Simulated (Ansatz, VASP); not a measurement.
**One calculation of TaAs, two programs**

Contents of POSCAR:

```
TaAs
1.0
    0.0000000000      2.6198724485      2.6198724485
    2.6198724485      0.0000000000      2.6198724485
    2.6198724485      2.6198724485      0.0000000000
Ta As
1 1
Direct
    0.5000000000      0.5000000000      0.5000000000
    0.0000000000      0.0000000000      0.0000000000
```

INCAR.step1

```
ALGO     = Normal         # electronic algorithm
EDIFF    = 1E-4           # SCF threshold, eV
ENCUT    = 600            # plane-wave cutoff, eV
GGA      = PE             # functional
ISMEAR   = 0              # smearing method
LASPH    = True           # aspherical terms in the spheres
LCHARG   = False          # write CHGCAR
LREAL    = False          # projectors in reciprocal space
LWAVE    = True           # write WAVECAR
NELM     = 80             # most SCF steps
PREC     = Accurate       # precision mode
SIGMA    = 0.1            # smearing width, eV
```

Contents of INCAR.step2:

```
ALGO     = Normal         # electronic algorithm
EDIFF    = 1E-6           # SCF threshold, eV
EDIFFG   = -0.01          # ionic threshold
ENCUT    = 600            # plane-wave cutoff, eV
IBRION   = 2              # ionic algorithm
ISIF     = 3              # what is computed and relaxed
ISMEAR   = 0              # smearing method
ISTART   = 1            
LASPH    = True           # aspherical terms in the spheres
LCHARG   = False          # write CHGCAR
LMIXTAU  = True         
LREAL    = False          # projectors in reciprocal space
LWAVE    = False          # write WAVECAR
METAGGA  = R2SCAN         # meta-GGA
NELM     = 80             # most SCF steps
NSW      = 80             # ionic steps
PREC     = Accurate       # precision mode
SIGMA    = 0.1            # smearing width, eV
```

KPOINTS

```
k-points
0
Gamma
  14 14 14
```

Input for Ansatz:

```yaml
crystal:
  lattice:
    - [0.0, 2.6198724462, 2.6198724462]
    - [2.6198724462, 0.0, 2.6198724462]
    - [2.6198724462, 2.6198724462, 0.0]
  atoms:
    - { symbol: Ta, position: [0.5, 0.5, 0.5] }
    - { symbol: As, position: [0.0, 0.0, 0.0] }
basis:
  ecutwfc: 500
kpoints:
  mp_grid: { grid: [14, 14, 14] }
hamiltonian:
  xc: r2scan
scf:
  occupations: { method: gaussian, width: 0.1 }
output:
  forces: true
  stress: true
  eigenvalues: true
relax:
  adjacent_minimum: "off"
  f_tol: 0.01
  max_steps: 60
  cell: { stress_tol: 0.1 }
```

Alike in both runs: task relaxation of cell and atoms; functional r2SCAN; k mesh 14 × 14 × 14; occupations gaussian, width 0.1 eV; no spin polarisation.

|  | VASP | Ansatz |
| --- | --- | --- |
| version | VASP 6.6.1 | Ansatz 0.2.0 |
| potentials or method | VASP PAW PBE potentials, release 64 (Ta_pv, As), cutoff 600 eV | scalar-relativistic, plane waves, PAW |
| valence electrons in the cell | 16 | 28 |

```tsv
	VASP	Ansatz	Ansatz less VASP
gap on the k mesh at the Fermi level, each at its own relaxed structure (eV)	none	none	-
relaxed volume (Å³/atom)	18.02	17.98	-0.041
relaxed length of the cell vector where the two differ most in proportion (Å)	3.708	3.705	-0.0028
```

VASP's potentials were made for PBE, not for r2SCAN. A gap of «none» marks a metal or a gap that the smearing closes. VASP's potentials hold 16 valence electrons a cell and Ansatz's 28, so a difference there can come from the potentials and not from the codes.

Spin-orbit coupling is off throughout. Noted on VASP's run: too few bands were computed for a metal, which touches its energy and stress.
